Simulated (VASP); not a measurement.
## InSb: single point with PBE

Crystal: InSb.

```xyz
2
Lattice="0.0000 3.4107 3.4107 3.4107 0.0000 3.4107 3.4107 3.4107 0.0000" Properties=species:S:1:pos:R:3 pbc="T T T"
In    0.0000    0.0000    0.0000
Sb    1.7053    1.7053    1.7053
```

This cell differs from its parent crystal: strain +4.0%.

| Property | Result |
| --- | --- |
| Program | VASP 6.6.1 |
| Task | single point |
| Functional | PBE |
| Potentials or basis | VASP PAW PBE potentials, release 64 (In_d, Sb) |
| Cutoff | 520 eV |
| k mesh | 6 × 6 × 6 |
| Occupations | fermi-dirac, width 0.02 eV |
| Spin | no spin polarisation |
| Dipole correction | no |
| Further INCAR settings | ALGO = Normal; EDIFF = 1e-06; NBANDS = 16 |

```json
{"Pressure": "-2.5 GPa", "Band gap on the k mesh": "zero (filled and empty bands touch)"}
```

Levels at points of the mesh, in eV from the Fermi level:
```
           k point  band 5  band 6  band 7  band 8  band 9  band 10  band 11  band 12  band 13  band 14
(0.00, 0.00, 0.00)  -14.32   -9.86   -1.05   -0.01   -0.01    -0.01     2.94     2.94     2.94     5.56
(0.50, 0.00, 0.00)  -14.32   -8.84   -5.00   -0.81   -0.81     0.28     3.74     3.74     6.07     7.41
(0.50, 0.50, 0.00)  -14.32   -8.41   -5.34   -1.81   -1.81     1.35     1.57     7.23     7.23     7.84
```

Wall time 22 s on 1 thread of Intel(R) Xeon(R) Platinum 8375C CPU @ 2.90GHz (Ice Lake), on a shared host, peak memory 0.21 GiB.

Caveat: the cell differs from its parent crystal (strain +4.0%); semilocal functionals underestimate gaps, so a narrow gap can read as zero; spin-orbit coupling is left out, which moves the levels of the heavy elements.
